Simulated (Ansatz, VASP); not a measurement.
**One calculation of ZrB, two programs**

```
Zr B
1.0
     0.00000    2.45568    2.45568
     2.45568    0.00000    2.45568
     2.45568    2.45568    0.00000
Zr B
1 1
Direct
  0.50000 0.50000 0.50000
  0.00000 0.00000 0.00000
```

Alike in both runs: task single point; functional r2SCAN; dispersion D3(BJ); k mesh 12 × 12 × 12; occupations gaussian, width 0.05 eV; no spin polarisation.

|  | VASP | Ansatz |
| --- | --- | --- |
| version | VASP 6.6.1 | Ansatz 0.2.0 |
| potentials or method | VASP PAW PBE potentials, release 64 (Zr_sv, B), cutoff 520 eV | scalar-relativistic, plane waves, PAW |
| valence electrons in the cell | 15 | 15 |

|  | VASP | Ansatz | Ansatz less VASP |
| --- | --- | --- | --- |
| gap on the k mesh at the Fermi level (eV) | none | none | - |
| pressure (GPa) | -1.9 | -2.0 | -0.05 |

VASP's potentials were made for PBE, not for r2SCAN. A gap of «none» marks a metal or a gap that the smearing closes. Ansatz's warnings: dispersion damping borrowed.
